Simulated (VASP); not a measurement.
# Si2Mo (Immm) in VASP: single point with PBEsol

Aim: the single point of Si2Mo with PBEsol.

Everything below comes from runs of VASP 6.6.1. Logs are shortened: lines on timing, memory, paths and dates and some standing lists are left out, and cuts for length are marked.

## (1) The cell of the first run

Symmetry: Immm, No. 71, orthorhombic system. Conventional cell: a = 3.094 Å, b = 3.286 Å, c = 7.821 Å, α = 90.00°, β = 90.00°, γ = 90.00°. Si (site symmetry mm2) has 9 Si at 2.58 to 3.29 Å and 5 Mo at 2.60 to 2.62 Å within 3.4 Å. Mo (site symmetry mmm) has 10 Si at 2.60 to 2.62 Å and 4 Mo at 3.09 to 3.29 Å within 3.4 Å.

## (2) Single point, PBEsol (strain -0.0300 x Voigt [1, -1, 0, 0, 0, 0])

Input file INCAR:

```
PREC = Accurate ; ENCUT = 520
EDIFF = 1E-6 ; ISMEAR = 0
SIGMA = 0.15 ; LREAL = False
LASPH = True ; NELM = 100
ALGO = Normal ; ISIF = 2
LWAVE = False ; LCHARG = False
GGA = PS ; NBANDS = 18
```

Input file KPOINTS:

```
regular mesh
0
Gamma
  20 20 20
```

Input file POSCAR:

```
Si2Mo
1.0
   -1.5471840324      1.6428861375      3.9106920018
    1.5471840324     -1.6428861375      3.9106920018
    1.5471840324      1.6428861375     -3.9106920018
Si Mo
2 1
Direct
    0.3350596647      0.3350596647      0.0000000000
    0.6649403353      0.6649403353      0.0000000000
    0.0000000000      0.0000000000      0.0000000000
```

Potentials or basis: VASP PAW PBE potentials, release 64 (Si, Mo_sv).

The run is started by

```
$ cat potpaw_PBE.64/Si/POTCAR potpaw_PBE.64/Mo_sv/POTCAR > POTCAR
$ mpirun -np 1 vasp_std > vasp.out
```

OUTCAR:

```text
PREC = Accurate
   ENCUT = 520
   EDIFF = 1E-6
   ISMEAR = 0
   LREAL = False
   LASPH = True
   NELM = 100
   ISIF = 2
   GGA = PS

 ion  position               nearest neighbor table
   1  0.335  0.335  0.000-   2 2.58   3 2.60   3 2.60   3 2.60   3 2.60   2 2.62   2 2.62   2 2.62
                             2 2.62   3 2.62
   2  0.665  0.665  0.000-   1 2.58   3 2.60   3 2.60   3 2.60   3 2.60   1 2.62   1 2.62   1 2.62
                             1 2.62   3 2.62
   3  0.000  0.000  0.000-   2 2.60   2 2.60   2 2.60   1 2.60   2 2.60   1 2.60   1 2.60   1 2.60
                             1 2.62   2 2.62

  LATTYP: Found a body centered orthorhombic cell.
 ALAT       =     3.0943680648
 B/A-ratio  =     1.0618556701
 C/A-ratio  =     2.5276191584

  Lattice vectors:

 A1 = (  -1.5471840324,   1.6428861375,   3.9106920018)
 A2 = (   1.5471840324,  -1.6428861375,   3.9106920018)
 A3 = (   1.5471840324,   1.6428861375,  -3.9106920018)

Analysis of symmetry for initial positions (statically):
=====================================================================
 Subroutine PRICEL returns:
 Original cell was already a primitive cell.

 Routine SETGRP: Setting up the symmetry group for a
 body centered orthorhombic supercell.

 Subroutine GETGRP returns: Found  8 space group operations
 (whereof  8 operations were pure point group operations)
 out of a pool of  8 trial point group operations.

The static configuration has the point symmetry D_2h.

Analysis of symmetry for dynamics (positions and initial velocities):
=====================================================================
 Subroutine PRICEL returns:
 Original cell was already a primitive cell.

 Routine SETGRP: Setting up the symmetry group for a
 body centered orthorhombic supercell.

 Subroutine GETGRP returns: Found  8 space group operations
 (whereof  8 operations were pure point group operations)
 out of a pool of  8 trial point group operations.

The dynamic configuration has the point symmetry D_2h.

 Subroutine INISYM returns: Found  8 space group operations
 (whereof  8 operations are pure point group operations),
 and found     1 'primitive' translations

----------------------------------------------------------------------------------------

                                     Primitive cell

  volume of cell :      39.7615

  direct lattice vectors                    reciprocal lattice vectors
    -1.547184032  1.642886137  3.910692002     0.000000000  0.304342455  0.127854610
     1.547184032 -1.642886137  3.910692002     0.323167761  0.000000000  0.127854610
     1.547184032  1.642886137 -3.910692002     0.323167761  0.304342455  0.000000000

  length of vectors
     4.515126269  4.515126269  4.515126269     0.330107757  0.347540218  0.443916357

  position of ions in fractional coordinates (direct lattice)
     0.335059665  0.335059665  0.000000000
     0.664940335  0.664940335  0.000000000
     0.000000000  0.000000000  0.000000000

  ion indices of the primitive-cell ions
   primitive index   ion index
                 1           1
                 2           2
                 3           3

----------------------------------------------------------------------------------------

 KPOINTS: regular mesh

Automatic generation of k-mesh.
 Grid dimensions read from file:
 generate k-points for:   20   20   20

 Generating k-lattice:

  Cartesian coordinates                     Fractional coordinates (reciprocal lattice)
     0.000000000  0.015217123  0.006392730     0.050000000  0.000000000  0.000000000
     0.016158388  0.000000000  0.006392730     0.000000000  0.050000000  0.000000000
     0.016158388  0.015217123  0.000000000     0.000000000  0.000000000  0.050000000

  Length of vectors
     0.016505388  0.017377011  0.022195818

  Shift w.r.t. Gamma in fractional coordinates (k-lattice)
     0.000000000  0.000000000  0.000000000

 Subroutine IBZKPT returns following result:
 ===========================================

 Found   1166 irreducible k-points:

 Following reciprocal coordinates:
            Coordinates               Weight
  0.000000  0.000000  0.000000      1.000000
  0.050000  0.000000  0.000000      4.000000
  0.100000  0.000000 -0.000000      4.000000
  0.150000  0.000000  0.000000      4.000000
  0.200000  0.000000 -0.000000      4.000000
  0.250000  0.000000  0.000000      4.000000
[... 16 lines left out ...]
 -0.450000  0.050000  0.000000      8.000000
 -0.400000  0.050000  0.000000      8.000000
 [... further k-points ...]
   k-points           NKPTS =   1166   k-points in BZ     NKDIM =   1166   number of bands    NBANDS=     18
   number of dos      NEDOS =    301   number of ions     NIONS =      3
   total plane-waves  NPLWV =  46656
   dimension x,y,z NGX =    36 NGY =   36 NGZ =   36
   dimension x,y,z NGXF=    72 NGYF=   72 NGZF=   72
   ions per type =               2   1
   NGX,Y,Z   is equivalent  to a cutoff of  13.26, 13.26, 13.26 a.u.
   NGXF,Y,Z  is equivalent  to a cutoff of  26.51, 26.51, 26.51 a.u.
 SYSTEM =  unknown system
   PREC   = accura    normal or accurate (medium, high low for compatibility)
   ISTART =      0    job   : 0-new  1-cont  2-samecut
   ICHARG =      2    charge: 1-file 2-atom 10-const
   ISPIN  =      1    spin polarized calculation?
   LNONCOLLINEAR =      F non collinear calculations
   LSORBIT =      F    spin-orbit coupling
   LASPH  =      T    aspherical Exc in radial PAW
   ENCUT  =  520.0 eV  38.22 Ry    6.18 a.u.   8.40  8.40  8.40*2*pi/ulx,y,z
   NELM   =    100;   NELMIN=  2; NELMDL= -5     # of ELM steps
   EDIFF  = 0.1E-05   stopping-criterion for ELM
   LREAL  =      F    real-space projection
   EDIFFG = 0.1E-04   stopping-criterion for IOM
   NSW    =      0    number of steps for IOM
   IBRION =     -1    ionic relax: 0-MD 1-quasi-New 2-CG
   NFREE  =      0    steps in history (QN), initial steepest desc. (CG)
   ISIF   =      2    stress and relaxation
   ISYM   =      2    0-nonsym 1-usesym 2-fastsym
   POTIM  = 0.5000    time-step for ionic-motion
   TEBEG  =    0.0;   TEEND  =   0.0 temperature during run
   PSTRESS=    0.0 pullay stress
   NELECT =      22.0000    total number of electrons
   NUPDOWN=      -1.0000    fix difference up-down
   EMIN   =  10.00;   EMAX   =-10.00  energy-range for DOS
   EFERMI =   0.00;   METHOD = LEGACY
   ISMEAR =     0;   SIGMA  =   0.15  broadening in eV -4-tet -1-fermi 0-gaus
   EFERMI_NEDOS =   21; number of points for ismear=-14 and -15
   IALGO  =     38    algorithm
   IMIX   =      4    mixing-type and parameters
     AMIX     =   0.40;   BMIX     =  1.00
     AMIX_MAG =   1.60;   BMIX_MAG =  1.00
  volume/ion in A,a.u.               =      13.25        89.44
  Fermi-wavevector in a.u.,A,eV,Ry     =   1.343986  2.539765 24.576177  1.806298
  Thomas-Fermi vector in A             =   2.472016
   LORBIT       =      0    0 simple, 1 ext, 2 COOP (PROOUT), +10 PAW based schemes
   GGA     = PS    functional components
   LHFCALC =     F    Hartree Fock is set to
   AEXX    =    0.0000 exact exchange contribution
   IVDW    =     0    specifies the selected vdW correction
   LEPSILON=     F    determine dielectric tensor
   LRPA    =     F    only Hartree local field effects (RPA)
 non-spin polarized calculation
 Gauss-broadening in eV      SIGMA  =   0.15
  energy-cutoff  :      520.00
  volume of cell :       39.76
 maximum number of plane-waves:      1092
 NGX is ok and might be reduce to    36
   NGX = 17   NGY = 17   NGZ = 17

 number of electron      22.0000000 magnetization

 Free energy of the ion-electron system (eV)
  ---------------------------------------------------
  ext. energy  EPLUGINS =         0.00000000
  ---------------------------------------------------
  free energy    TOTEN  =       -25.01538951 eV

  energy without entropy =      -25.01185874  energy(sigma->0) =      -25.01362412

 E-fermi :  12.3865     XC(G=0): -12.5670

 val. band max:       12.3837505754   @ k =  -0.4500  -0.3500   0.3500
 cond. band min:      12.3930726610   @ k =  -0.4500  -0.4000   0.3500
 fundamental gap:      0.0093220856
 Fermi energy:        12.3864744312

 k-point     1 :       0.0000    0.0000    0.0000
  band No.  band energies     occupation
      1     -48.2425      2.00000
      2     -22.4375      2.00000
      3     -22.4324      2.00000
      4     -22.2533      2.00000
      5      -1.1598      2.00000
      6       5.8726      2.00000
[... 10 lines left out ...]
     17      17.2818      0.00000
     18      17.8806      0.00000

 k-point     2 :       0.0500    0.0000    0.0000
  band No.  band energies     occupation
      1     -48.2422      2.00000
      2     -22.4427      2.00000
      3     -22.4321      2.00000
      4     -22.2528      2.00000
      5      -1.1157      2.00000
      6       5.8752      2.00000
[... 10 lines left out ...]
     17      17.5463      0.00000
     18      17.9128      0.00000

 k-point     3 :       0.1000    0.0000   -0.0000
  band No.  band energies     occupation
      1     -48.2412      2.00000
      2     -22.4579      2.00000
      3     -22.4311      2.00000
      4     -22.2515      2.00000
      5      -0.9842      2.00000
      6       5.8724      2.00000
[... 10 lines left out ...]
     17      18.0589      0.00000
     18      18.1428      0.00000

 k-point     4 :       0.1500    0.0000    0.0000
  band No.  band energies     occupation
      1     -48.2397      2.00000
      2     -22.4815      2.00000
      3     -22.4297      2.00000
      4     -22.2495      2.00000
      5      -0.7679      2.00000
      6       5.8265      2.00000
[... 10 lines left out ...]
     17      18.4304      0.00000
     18      18.8976      0.00000

 k-point     5 :       0.2000    0.0000   -0.0000
  band No.  band energies     occupation
      1     -48.2377      2.00000
      2     -22.5110      2.00000
      3     -22.4278      2.00000
      4     -22.2470      2.00000
      5      -0.4710      2.00000
      6       5.6651      2.00000
[... 10 lines left out ...]
     17      18.9950      0.00000
     18      19.7601      0.00000

 k-point     6 :       0.2500    0.0000    0.0000
  band No.  band energies     occupation
      1     -48.2356      2.00000
      2     -22.5436      2.00000
      3     -22.4257      2.00000
      4     -22.2442      2.00000
      5      -0.0993      2.00000
      6       5.3351      2.00000
[... 10 lines left out ...]
     17      19.5429      0.00000
     18      20.6864      0.00000

 k-point     7 :       0.3000    0.0000    0.0000
  band No.  band energies     occupation
      1     -48.2334      2.00000
      2     -22.5760      2.00000
      3     -22.4236      2.00000
      4     -22.2414      2.00000
      5       0.3399      2.00000
      6       4.8742      2.00000
[... 10 lines left out ...]
     17      19.7655      0.00000
     18      21.4582      0.00000

 k-point     8 :       0.3500    0.0000    0.0000
  band No.  band energies     occupation
      1     -48.2315      2.00000
      2     -22.6050      2.00000
      3     -22.4217      2.00000
      4     -22.2389      2.00000
      5       0.8376      2.00000
      6       4.3416      2.00000
[... 10 lines left out ...]
     17      19.6001      0.00000
     18      21.5065      0.00000
[... 229 lines left out ...]
     17      19.5547      0.00000
     18      21.6953      0.00000

 k-point    20 :       0.4000    0.0500    0.0000
  band No.  band energies     occupation
      1     -48.2293      2.00000
      2     -22.6267      2.00000
      3     -22.4198      2.00000
      4     -22.2454      2.00000
      5       1.4927      2.00000
      6       3.7201      2.00000
[... 10 lines left out ...]
     17      19.4841      0.00000
     18      21.0080      0.00000

 k-point    21 :       0.4500    0.0500   -0.0000
  band No.  band energies     occupation
      1     -48.2283      2.00000
      2     -22.6414      2.00000
      3     -22.4186      2.00000
      4     -22.2441      2.00000
      5       2.0698      2.00000
      6       3.1288      2.00000
[... 10 lines left out ...]
     17      19.4983      0.00000
     18      20.4145      0.00000

 k-point    22 :       0.5000    0.0500    0.0000
  band No.  band energies     occupation
      1     -48.2280      2.00000
      2     -22.6464      2.00000
      3     -22.4179      2.00000
      4     -22.2436      2.00000
      5       2.5226      2.00000
      6       2.6662      2.00000
[... 10 lines left out ...]
     17      19.6267      0.00000
     18      20.1930      0.00000

 k-point    23 :      -0.4500    0.0500    0.0000
  band No.  band energies     occupation
      1     -48.2283      2.00000
      2     -22.6413      2.00000
      3     -22.4180      2.00000
      4     -22.2440      2.00000
      5       1.9217      2.00000
      6       3.2688      2.00000
[... 10 lines left out ...]
     17      19.6539      0.00000
     18      20.5941      0.00000

 k-point    24 :      -0.4000    0.0500    0.0000
  band No.  band energies     occupation
      1     -48.2293      2.00000
      2     -22.6267      2.00000
      3     -22.4187      2.00000
      4     -22.2453      2.00000
      5       1.3435      2.00000
      6       3.8674      2.00000
[... 10 lines left out ...]
     17      19.7051      0.00000
     18      21.3177      0.00000

 [... further k-points ...]

------------------------ aborting loop because EDIFF is reached ----------------------------------------

  FORCE on cell =-STRESS in cart. coord.  units (eV):
  Direction    XX          YY          ZZ          XY          YZ          ZX
  --------------------------------------------------------------------------------------
  -------------------------------------------------------------------------------------
  Total        2.3623221     -1.9574802      0.1324268      0.0000000      0.0000000      0.0000000
  in kB       95.1889747    -78.8760049      5.3360933      0.0000000      0.0000000      0.0000000
  external PRESSURE =       7.2163544 kB  Pullay stress =       0.0000000 kB

 VOLUME and BASIS-vectors are now :
 -----------------------------------------------------------------------------
  energy-cutoff  :      520.00
  volume of cell :       39.76
      direct lattice vectors                 reciprocal lattice vectors
    -1.547184032  1.642886137  3.910692002     0.000000000  0.304342455  0.127854610
     1.547184032 -1.642886137  3.910692002     0.323167761  0.000000000  0.127854610
     1.547184032  1.642886137 -3.910692002     0.323167761  0.304342455  0.000000000

 POSITION                                       TOTAL-FORCE (eV/Angst)
 -----------------------------------------------------------------------------------
      0.00000      0.00000      2.62063        -0.000000     -0.000000     -0.000446
      0.00000      0.00000      5.20075         0.000000      0.000000      0.000446
      0.00000      0.00000      0.00000        -0.000000     -0.000000     -0.000000
 -----------------------------------------------------------------------------------
    total drift:                               -0.000000      0.000000      0.000000

  FREE ENERGIE OF THE ION-ELECTRON SYSTEM (eV)
  ---------------------------------------------------
  free  energy   TOTEN  =       -25.0153895065 eV

  energy  without entropy=      -25.0118587384  energy(sigma->0) =      -25.01362412
```

It took 6.2 min on 1 thread of Intel Xeon 6975P-C (Granite Rapids), shared host; peak memory 0.84 GiB.

Results:

- Free energy: -25.0154 eV
- Pressure: 0.7 GPa
- Band gap on the k mesh: zero (band 11 reaches 12.87 eV, above the bottom of band 12 at 12.10 eV)

Caveat: the cell differs from its parent crystal (strain -0.0300 x Voigt [1, -1, 0, 0, 0, 0]); the PAW data sets were made with another functional, which shifts forces and pressure a little.
